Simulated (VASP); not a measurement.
The system is Ca.

```
Ca
1.0
     0.00000    2.79420    2.79420
     2.79420    0.00000    2.79420
     2.79420    2.79420    0.00000
Ca
1
Direct
  0.00000 0.00000 0.00000
```

Base run:

| Item | Value |
| --- | --- |
| Program | VASP 6.6.1 |
| Functional | RPBE |
| Potentials or basis | VASP PAW PBE potentials, release 64 (Ca_sv) |
| Cutoff | 520 eV |
| k mesh | 8 × 8 × 8 |
| Occupations | gaussian, width 0.1 eV |
| Spin | no spin polarisation |

Its results: band gap on the k mesh zero (band 5 reaches 2.16 eV, above the bottom of band 6 at 1.73 eV); pressure 0.3 GPa.

Problem. The run is repeated on the same cell with these changes: functional from RPBE to PBEsol; occupations from gaussian, width 0.1 eV to fermi-dirac, width 0.05 eV. What comes out?

Solution. Band gap on the k mesh zero (band 5 reaches 1.98 eV, above the bottom of band 6 at 1.58 eV); pressure -1.2 GPa.

Caveats: the PAW data sets were made with another functional, which shifts forces and pressure a little.
